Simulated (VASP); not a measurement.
**KBr: single point with PBEsol**

The system is KBr.

```
CELL_PARAMETERS angstrom
4.04350 0.00000 0.00000
0.00000 4.04350 0.00000
0.00000 0.00000 4.04350
ATOMIC_POSITIONS crystal
K 0.00000 0.00000 0.00000
Br 0.50000 0.50000 0.60820
```

This cell differs from its parent crystal: all Br atoms moved +0.438 Å, as atom 2 along Cartesian [0 0 1].

```yaml
Program: VASP 6.6.1
Task: single point
Functional: PBEsol
Potentials_or_basis: VASP PAW PBE potentials, release 64 (K_sv, Br)
Cutoff: 520 eV
k_mesh: 6 × 6 × 6
Occupations: gaussian, width 0.05 eV
Spin: no spin polarisation
Dipole_correction: no
Further_INCAR_settings: ALGO = Normal; EDIFF = 1e-07; NBANDS = 15
```

The pressure is -0.4 GPa, the largest force is 0.205 eV/Å and the band gap on the k mesh is 3.76 eV (least direct gap 4.03 eV).

Forces in eV/Å, atoms in the order of the input:
```
K    0.000  0.000  0.205
Br   0.000  0.000 -0.205
```

Stress tensor (GPa, compression positive):
```
-0.35  0.00  0.00
 0.00 -0.35  0.00
 0.00  0.00 -0.48
```

Levels at points of the mesh, in eV from the valence-band top:
| k point | band 6 | band 7 | band 8 | band 9 | band 10 | band 11 |
| --- | --- | --- | --- | --- | --- | --- |
| (0.00, 0.00, 0.00) | -0.29 | -0.27 | -0.27 | 3.76 | 5.72 | 6.17 |
| (0.50, 0.00, 0.00) | -1.96 | -0.29 | -0.16 | 6.29 | 6.89 | 7.58 |
| (0.00, 0.00, 0.50) | -1.93 | -0.23 | -0.23 | 6.44 | 6.88 | 7.70 |
| (0.50, 0.50, 0.00) | -1.39 | -1.39 | 0.00 | 5.24 | 6.71 | 8.11 |
| (0.00, 0.50, 0.50) | -1.42 | -1.37 | -0.06 | 5.17 | 6.46 | 8.08 |
| (0.50, 0.50, 0.50) | -1.41 | -1.41 | -1.39 | 7.04 | 7.04 | 7.43 |

Wall time 21 s on 1 thread of Intel(R) Xeon(R) Platinum 8488C (Sapphire Rapids), with other jobs on the host, peak memory 0.18 GiB.

Caveat: the cell differs from its parent crystal (all Br atoms moved +0.438 Å, as atom 2 along Cartesian [0 0 1]); the PAW data sets were made with another functional, which shifts forces and pressure a little. A k mesh can miss the band edges.
